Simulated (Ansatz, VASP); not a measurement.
## B: VASP beside Ansatz

```
B
1.0
     4.78730    0.00000    0.00000
    -2.39365    4.14592    0.00000
     0.00000    0.00000    2.97166
B
9
Cartesian
  2.2129 2.5227 0.4197
  1.4961 0.6551 2.4008
  3.4719 0.9682 1.4103
  1.0783 3.1778 2.5520
  -0.1808 1.6232 0.5708
  -0.8975 3.4908 1.5614
  2.5187 0.0000 0.4953
  -1.2594 2.1813 2.4764
  1.1343 1.9646 1.4858
```

Alike in both runs: task single point; functional PBE; k mesh 6 × 6 × 6; occupations gaussian, width 0.1 eV; no spin polarisation.

|  | VASP | Ansatz |
| --- | --- | --- |
| version | VASP 6.6.1 | Ansatz 0.2.0 |
| potentials or method | VASP PAW PBE potentials, release 64 (B), cutoff 520 eV | scalar-relativistic, plane waves, PAW |
| valence electrons in the cell | 27 | 27 |

```tsv
	VASP	Ansatz	Ansatz less VASP
gap on the k mesh at the Fermi level (eV)	none	none	-
rms of the force components (eV/Å)	1.260	1.252	-0.0075
```

Atom by atom the forces differ by 0.008 eV/Å (rms over components). A gap of «none» marks a metal or a gap that the smearing closes. The functional is the same, so the differences come from potentials, cutoffs and numerics.
